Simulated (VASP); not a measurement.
# ZnO (P6_3mc) in VASP: a series of runs, part 2 of 2

VASP 6.6.1. Earlier steps stand in the parts before.

### 3 Single point, r2SCAN (in-plane strain -0.005, then relaxed in part)

File POSCAR:

```
ZnO
1.0
    3.2190194793      0.0000000000      0.0000000000
   -1.6095097397      2.7877526444      0.0000000000
    0.0000000000      0.0000000000      5.2377469366
Zn O
2 2
Direct
    0.3333333333      0.6666666667      0.5009965964
    0.6666666667      0.3333333333      0.0009965964
    0.6666666667      0.3333333333      0.3780134036
    0.3333333333      0.6666666667      0.8780134036
```

File INCAR.step1:

```
PREC = Accurate
ENCUT = 1480
ISMEAR = 0
SIGMA = 0.01
LREAL = False
LASPH = True
NELM = 120
NBANDS = 26
GGA = PE
ALGO = Normal
EDIFF = 1E-5
LWAVE = True
LCHARG = False
GGA_COMPAT = False
```

File INCAR.step2:

```
PREC = Accurate
ENCUT = 1480
EDIFF = 1E-6
ISMEAR = 0
SIGMA = 0.01
LREAL = False
LASPH = True
NELM = 120
ALGO = Normal
ISIF = 2
LWAVE = False
LCHARG = False
METAGGA = R2SCAN
LMIXTAU = True
NBANDS = 26
ISTART = 1
GGA_COMPAT = False
```

File KPOINTS:

```
Automatic mesh
0
Gamma
  8 8 4
```

Potentials or basis: VASP PAW PBE potentials, release 64 (Zn, O_h).

On the command line:

```sh
$ cat potpaw_PBE.64/Zn/POTCAR potpaw_PBE.64/O_h/POTCAR > POTCAR
$ cp INCAR.step1 INCAR
$ mpirun -np 1 vasp_std > vasp.out
$ cp INCAR.step2 INCAR
$ mpirun -np 1 vasp_std > vasp.out
```

OUTCAR:

```text
PREC = Accurate
   ENCUT = 1480
   EDIFF = 1E-6
   ISMEAR = 0
   LREAL = False
   LASPH = True
   NELM = 120
   ISIF = 2
   METAGGA = R2SCAN
   ISTART = 1

 ion  position               nearest neighbor table
   1  0.333  0.667  0.501-   3 1.97   3 1.97   3 1.97   4 1.97
   2  0.667  0.333  0.001-   4 1.97   4 1.97   4 1.97   3 1.97
   3  0.667  0.333  0.378-   1 1.97   1 1.97   1 1.97   2 1.97
   4  0.333  0.667  0.878-   2 1.97   2 1.97   2 1.97   1 1.97

  LATTYP: Found a hexagonal cell.
 ALAT       =     3.2190194793
 C/A-ratio  =     1.6271249585

  Lattice vectors:

 A1 = (   3.2190194793,   0.0000000000,   0.0000000000)
 A2 = (  -1.6095097397,   2.7877526444,   0.0000000000)
 A3 = (   0.0000000000,   0.0000000000,   5.2377469366)

Analysis of symmetry for initial positions (statically):
=====================================================================
 Subroutine PRICEL returns:
 Original cell was already a primitive cell.

 Routine SETGRP: Setting up the symmetry group for a
 hexagonal supercell.

 Subroutine GETGRP returns: Found 12 space group operations
 (whereof  6 operations were pure point group operations)
 out of a pool of 24 trial point group operations.

The static configuration has the point symmetry C_3v.
 The point group associated with its full space group is C_6v.

Analysis of symmetry for dynamics (positions and initial velocities):
=====================================================================
 Subroutine PRICEL returns:
 Original cell was already a primitive cell.

 Routine SETGRP: Setting up the symmetry group for a
 hexagonal supercell.

 Subroutine GETGRP returns: Found 12 space group operations
 (whereof  6 operations were pure point group operations)
 out of a pool of 24 trial point group operations.

The dynamic configuration has the point symmetry C_3v.
 The point group associated with its full space group is C_6v.

 Subroutine INISYM returns: Found 12 space group operations
 (whereof  6 operations are pure point group operations),
 and found     1 'primitive' translations

----------------------------------------------------------------------------------------

                                     Primitive cell

  volume of cell :      47.0027

  direct lattice vectors                    reciprocal lattice vectors
     3.219019479  0.000000000  0.000000000     0.310653603  0.179355941  0.000000000
    -1.609509740  2.787752644  0.000000000     0.000000000  0.358711883  0.000000000
     0.000000000  0.000000000  5.237746937     0.000000000  0.000000000  0.190921786

  length of vectors
     3.219019479  3.219019479  5.237746937     0.358711883  0.358711883  0.190921786

  position of ions in fractional coordinates (direct lattice)
     0.333333333  0.666666667  0.500996596
     0.666666667  0.333333333  0.000996596
     0.666666667  0.333333333  0.378013404
     0.333333333  0.666666667  0.878013404

  ion indices of the primitive-cell ions
   primitive index   ion index
                 1           1
                 2           2
                 3           3
                 4           4

----------------------------------------------------------------------------------------

 KPOINTS: Automatic mesh

Automatic generation of k-mesh.
 Grid dimensions read from file:
 generate k-points for:    8    8    4

 Generating k-lattice:

  Cartesian coordinates                     Fractional coordinates (reciprocal lattice)
     0.038831700  0.022419493  0.000000000     0.125000000 -0.000000000  0.000000000
     0.000000000  0.044838985  0.000000000     0.000000000  0.125000000  0.000000000
     0.000000000  0.000000000  0.047730447     0.000000000  0.000000000  0.250000000

  Length of vectors
     0.044838985  0.044838985  0.047730447

  Shift w.r.t. Gamma in fractional coordinates (k-lattice)
     0.000000000  0.000000000  0.000000000

 Subroutine IBZKPT returns following result:
 ===========================================

 Found     30 irreducible k-points:

 Following reciprocal coordinates:
            Coordinates               Weight
  0.000000  0.000000  0.000000      1.000000
  0.125000  0.000000  0.000000      6.000000
  0.250000  0.000000  0.000000      6.000000
  0.375000  0.000000  0.000000      6.000000
  0.500000  0.000000  0.000000      3.000000
  0.125000  0.125000  0.000000      6.000000
[... 16 lines left out ...]
  0.250000  0.000000  0.500000      6.000000
  0.375000  0.000000  0.500000      6.000000
 [... further k-points ...]
   k-points           NKPTS =     30   k-points in BZ     NKDIM =     30   number of bands    NBANDS=     26
   number of dos      NEDOS =    301   number of ions     NIONS =      4
   total plane-waves  NPLWV = 112000
   dimension x,y,z NGX =    40 NGY =   40 NGZ =   70
   dimension x,y,z NGXF=    80 NGYF=   80 NGZF=  140
   ions per type =               2   2
   NGX,Y,Z   is equivalent  to a cutoff of  20.66, 20.66, 22.22 a.u.
   NGXF,Y,Z  is equivalent  to a cutoff of  41.32, 41.32, 44.44 a.u.
 SYSTEM =  unknown system
   PREC   = accura    normal or accurate (medium, high low for compatibility)
   ISTART =      1    job   : 0-new  1-cont  2-samecut
   ICHARG =      0    charge: 1-file 2-atom 10-const
   ISPIN  =      1    spin polarized calculation?
   LNONCOLLINEAR =      F non collinear calculations
   LSORBIT =      F    spin-orbit coupling
   LASPH  =      T    aspherical Exc in radial PAW
   ENCUT  = 1480.0 eV 108.78 Ry   10.43 a.u.  10.10 10.10 16.43*2*pi/ulx,y,z
   NELM   =    120;   NELMIN=  2; NELMDL=  0     # of ELM steps
   EDIFF  = 0.1E-05   stopping-criterion for ELM
   LREAL  =      F    real-space projection
[... 7 lines left out ...]
   TEBEG  =    0.0;   TEEND  =   0.0 temperature during run
   PSTRESS=    0.0 pullay stress
   NELECT =      36.0000    total number of electrons
   NUPDOWN=      -1.0000    fix difference up-down
   EMIN   =  10.00;   EMAX   =-10.00  energy-range for DOS
   EFERMI =   0.00;   METHOD = LEGACY
   ISMEAR =     0;   SIGMA  =   0.01  broadening in eV -4-tet -1-fermi 0-gaus
   EFERMI_NEDOS =   21; number of points for ismear=-14 and -15
   IALGO  =     38    algorithm
   IMIX   =      4    mixing-type and parameters
     AMIX     =   0.40;   BMIX     =  1.00
     AMIX_MAG =   1.60;   BMIX_MAG =  1.00
  volume/ion in A,a.u.               =      11.75        79.30
  Fermi-wavevector in a.u.,A,eV,Ry     =   1.497850  2.830525 30.525398  2.243553
  Thomas-Fermi vector in A             =   2.609684
   LORBIT       =      0    0 simple, 1 ext, 2 COOP (PROOUT), +10 PAW based schemes
   METAGGA = R2SCAN    functional components
   LHFCALC =     F    Hartree Fock is set to
   AEXX    =    0.0000 exact exchange contribution
   IVDW    =     0    specifies the selected vdW correction
   LEPSILON=     F    determine dielectric tensor
   LRPA    =     F    only Hartree local field effects (RPA)
 non-spin polarized calculation
 Gauss-broadening in eV      SIGMA  =   0.01
  energy-cutoff  :     1480.00
  volume of cell :       47.00
 maximum number of plane-waves:      6104
   NGX = 21   NGY = 21   NGZ = 33

 number of electron      35.9999999 magnetization

 Free energy of the ion-electron system (eV)
  ---------------------------------------------------
  ext. energy  EPLUGINS =         0.00000000
  ---------------------------------------------------
  free energy    TOTEN  =       -36.34469807 eV

  energy without entropy =      -36.34469807  energy(sigma->0) =      -36.34469807

 E-fermi :   1.3746     XC(G=0): -11.7389

 val. band max:        1.2934699340   @ k =   0.0000   0.0000   0.0000
 cond. band min:       2.5251666134   @ k =   0.0000   0.0000   0.0000
 fundamental gap:      1.2316966794
 Fermi energy:         1.3745546760

 k-point     1 :       0.0000    0.0000    0.0000
  band No.  band energies     occupation
      1     -17.8967      2.00000
      2     -17.2070      2.00000
      3      -4.5860      2.00000
      4      -4.5860      2.00000
      5      -4.5670      2.00000
      6      -4.5418      2.00000
[... 18 lines left out ...]
     25      16.5362      0.00000
     26      16.5362      0.00000

 k-point     2 :       0.1250    0.0000    0.0000
  band No.  band energies     occupation
      1     -17.8130      2.00000
      2     -17.1690      2.00000
      3      -4.6804      2.00000
      4      -4.5358      2.00000
      5      -4.5150      2.00000
      6      -4.4364      2.00000
[... 630 lines left out ...]
 k-point    24 :       0.3750    0.0000    0.5000
  band No.  band energies     occupation
      1     -17.1801      2.00000
      2     -17.1801      2.00000
      3      -4.9782      2.00000
      4      -4.9782      2.00000
      5      -4.1321      2.00000
      6      -4.1321      2.00000
[... 18 lines left out ...]
     25      15.9293      0.00000
     26      15.9293      0.00000

 [... further k-points ...]
[... 5 lines left out ...]
  --------------------------------------------------------------------------------------
  -------------------------------------------------------------------------------------
  Total        0.6228254      0.6228254      0.2919730     -0.0000000      0.0000000      0.0000000
  in kB       21.2302240     21.2302240      9.9524700     -0.0000000      0.0000000      0.0000000
  external PRESSURE =      17.4709726 kB  Pullay stress =       0.0000000 kB

 VOLUME and BASIS-vectors are now :
 -----------------------------------------------------------------------------
  energy-cutoff  :     1480.00
  volume of cell :       47.00
      direct lattice vectors                 reciprocal lattice vectors
     3.219019479  0.000000000  0.000000000     0.310653603  0.179355941  0.000000000
    -1.609509740  2.787752644  0.000000000     0.000000000  0.358711883  0.000000000
     0.000000000  0.000000000  5.237746937     0.000000000  0.000000000  0.190921786

 POSITION                                       TOTAL-FORCE (eV/Angst)
 -----------------------------------------------------------------------------------
     -0.00000      1.85850      2.62409         0.000000      0.000000      0.001386
      1.60951      0.92925      0.00522        -0.000000      0.000000      0.001386
      1.60951      0.92925      1.97994         0.000000     -0.000000     -0.001386
     -0.00000      1.85850      4.59881        -0.000000      0.000000     -0.001386
 -----------------------------------------------------------------------------------
    total drift:                                0.000000      0.000000     -0.009761

  FREE ENERGIE OF THE ION-ELECTRON SYSTEM (eV)
  ---------------------------------------------------
  free  energy   TOTEN  =       -36.3446980657 eV

  energy  without entropy=      -36.3446980657  energy(sigma->0) =      -36.34469807
```

Wall time 11 min (1 thread of AMD EPYC 7R13 (Zen 3), shared host); peak memory 0.42 GiB.

Results:

```
Free energy            : -36.3447 eV
Pressure               : 1.7 GPa
Band gap on the k mesh : 1.23 eV
```

Levels at points of the mesh, in eV from the valence-band top:
```
           k point  band 14  band 15  band 16  band 17  band 18  band 19  band 20  band 21  band 22  band 23
(0.00, 0.00, 0.00)    -0.82    -0.82    -0.10     0.00     0.00     1.23     5.94     8.76    13.86    13.86
(0.50, 0.00, 0.00)    -3.59    -2.90    -2.33    -1.34    -0.86     6.46     7.38     8.01     9.42    11.35
(0.00, 0.00, 0.50)    -2.28    -0.41    -0.41    -0.41    -0.41     3.94     3.94    10.80    10.80    14.17
(0.50, 0.00, 0.50)    -3.81    -1.55    -1.55    -1.46    -1.46     6.24     6.24     9.22     9.22    12.04
```

Caveat: the cell differs from its parent crystal (in-plane strain -0.005, then relaxed in part); the PAW data sets were made with another functional, which shifts forces and pressure a little.

### 4 Single point, r2SCAN (in-plane strain +0.02, then relaxed in part)

File POSCAR:

```
ZnO
1.0
    3.2998993658      0.0000000000      0.0000000000
   -1.6499496829      2.8577966807      0.0000000000
    0.0000000000      0.0000000000      5.1006171647
Zn O
2 2
Direct
    0.3333333333      0.6666666667      0.4942829850
    0.6666666667      0.3333333333     -0.0057170150
    0.6666666667      0.3333333333      0.3847270150
    0.3333333333      0.6666666667      0.8847270150
```

File INCAR.step1:

```
SYSTEM = ZnO
ALGO     = Normal         ! electronic algorithm
EDIFF    = 1E-5           ! SCF threshold, eV
ENCUT    = 1480           ! plane-wave cutoff, eV
GGA      = PE             ! functional
GGA_COMPAT= .FALSE.      
ISMEAR   = 0              ! smearing method
LASPH    = .TRUE.         ! aspherical terms in the spheres
LCHARG   = .FALSE.        ! write CHGCAR
LREAL    = .FALSE.        ! projectors in reciprocal space
LWAVE    = .TRUE.         ! write WAVECAR
NBANDS   = 26             ! bands
NELM     = 120            ! most SCF steps
PREC     = Accurate       ! precision mode
SIGMA    = 0.01           ! smearing width, eV
```

File INCAR.step2:

```
SYSTEM = ZnO
ALGO     = Normal         ! electronic algorithm
EDIFF    = 1E-6           ! SCF threshold, eV
ENCUT    = 1480           ! plane-wave cutoff, eV
GGA_COMPAT= .FALSE.      
ISIF     = 2              ! what is computed and relaxed
ISMEAR   = 0              ! smearing method
ISTART   = 1            
LASPH    = .TRUE.         ! aspherical terms in the spheres
LCHARG   = .FALSE.        ! write CHGCAR
LMIXTAU  = .TRUE.       
LREAL    = .FALSE.        ! projectors in reciprocal space
LWAVE    = .FALSE.        ! write WAVECAR
METAGGA  = R2SCAN         ! meta-GGA
NBANDS   = 26             ! bands
NELM     = 120            ! most SCF steps
PREC     = Accurate       ! precision mode
SIGMA    = 0.01           ! smearing width, eV
```

File KPOINTS:

```
k-points
0
G
  8 8 4
  0 0 0
```

On the command line:

```sh
$ cat potpaw_PBE.64/Zn/POTCAR potpaw_PBE.64/O_h/POTCAR > POTCAR
$ cp INCAR.step1 INCAR
$ mpirun -np 1 vasp_std > vasp.out
$ cp INCAR.step2 INCAR
$ mpirun -np 1 vasp_std > vasp.out
```

Run time: 7.4 min. Hardware: 1 thread of Intel Xeon Platinum 8124M at 3.00GHz (Skylake/Cascade Lake), shared host; peak memory 0.46 GiB.

It converged, with:

```yaml
Free_energy: -36.3276 eV
Pressure: -1.7 GPa
Largest_force: 0.008 eV/Å
Band_gap_on_the_k_mesh: 1.25 eV
```

Forces in eV/Å, atoms in the order of the input:
```
Zn   0.000  0.000 -0.008
Zn   0.000  0.000 -0.008
O    0.000  0.000  0.008
O    0.000  0.000  0.008
```

Stress tensor (GPa, compression positive):
```
-3.12  0.00  0.00
 0.00 -3.12  0.00
 0.00  0.00  1.20
```

Levels at points of the mesh, in eV from the valence-band top:
```csv
k point,band 16,band 17,band 18,band 19,band 20,band 21
"(0.00, 0.00, 0.00)",-0.09,0.00,0.00,1.25,5.66,9.13
"(0.50, 0.00, 0.00)",-2.35,-1.19,-0.90,6.34,7.29,8.42
"(0.00, 0.00, 0.50)",-0.39,-0.39,-0.39,3.97,3.97,11.02
"(0.50, 0.00, 0.50)",-1.57,-1.19,-1.19,6.31,6.31,9.06
```

Caveat: the cell differs from its parent crystal (in-plane strain +0.02, then relaxed in part); the PAW data sets were made with another functional, which shifts forces and pressure a little.

### 5 Overview

```tsv
cell	gap on the mesh (eV)	pressure (GPa)	largest force (eV/Å)
a = 3.268, b = 3.268, c = 5.158 Å, angles 90.0, 90.0, 120.0°, 4 atoms, in-plane strain +0.01, then relaxed in part	1.24	-0.5	0.01
a = 3.219, b = 3.219, c = 5.238 Å, angles 90.0, 90.0, 120.0°, 4 atoms, in-plane strain -0.005, then relaxed in part	1.23	1.7	-
a = 3.300, b = 3.300, c = 5.101 Å, angles 90.0, 90.0, 120.0°, 4 atoms, in-plane strain +0.02, then relaxed in part	1.25	-1.7	0.01
```

Alike in all rows: task single point; level r2SCAN; potentials or basis VASP PAW PBE potentials, release 64 (Zn, O_h); no spin polarisation; k mesh 8 × 8 × 4; cutoff (eV) 1480; smearing gaussian 0.01 eV.

Caveats: the PAW data sets were made with another functional, which shifts forces and pressure a little.

Absolute energies hang on the potentials; compare differences alone.
